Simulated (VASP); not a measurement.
Here is a VASP 6.6.1 calculation.

The input INCAR:

```
SYSTEM = Ta7Mo9
ALGO = Normal ; EDIFF = 1E-6
ENCUT = 520 ; GGA = PE
ISIF = 2 ; ISMEAR = -1
ISYM = 0 ; LASPH = .True.
LCHARG = .True. ; LELF = .True.
LREAL = Auto ; LVHAR = .True.
LWAVE = .False. ; NBANDS = 116
NELM = 100 ; PREC = Accurate
SIGMA = 0.2758
```

The input KPOINTS:

```
Automatic mesh
0
Gamma
  1 1 1
  0.25 0.25 0.25
```

Contents of POSCAR:

```
Ta7Mo9
1.0
    6.4357620000      0.0753480000     -0.1865720000
    0.0753480000      6.5467160000      0.2328530000
   -0.1865720000      0.2328530000      6.2967750000
Mo Ta
9 7
Direct
    0.5134716800      0.7822617106      0.6893605778
    0.7369238730      0.5288159475      0.9272606979
    0.5548747953      0.7948822917      0.2319475246
    0.5644408379      0.2741022970      0.1645742962
    0.0246536389      0.6994390719      0.2587702741
    0.2994399643      0.9845650524      0.9721627638
   -0.0178642437      0.2546675754      0.1832733301
    0.2787862440      0.5509274079      0.9806733776
    0.2730634895      0.0214815676      0.3937526677
    1.0738571949      0.2345292367      0.7468089376
    0.0101081654      0.7756834139      0.7598671845
    0.5217443863      0.2351003290      0.7031067613
    0.2713585865      0.4689427338      0.4086903521
    0.7146482828      0.5150398903      0.4808518290
    0.7722998742      0.0311193632      0.4422365886
    0.7711313039      1.0190248116      0.9427353725
```

Potentials or basis: VASP PAW PBE potentials, release 64 (Mo_sv, Ta_pv).

Launch:

```sh
$ cat potpaw_PBE.64/Mo_sv/POTCAR potpaw_PBE.64/Ta_pv/POTCAR > POTCAR
$ mpirun -np 1 vasp_std > vasp.out
```

What does it give for the largest force?

5.553 eV/Å.

What does it give for the pressure?

19.3 GPa.

Stress tensor (GPa, compression positive):
```
19.15 -3.52  3.53
-3.52 19.45 -4.36
 3.53 -4.36 19.23
```

Caveat: the k points lie up to 1.00 Å⁻¹ apart.
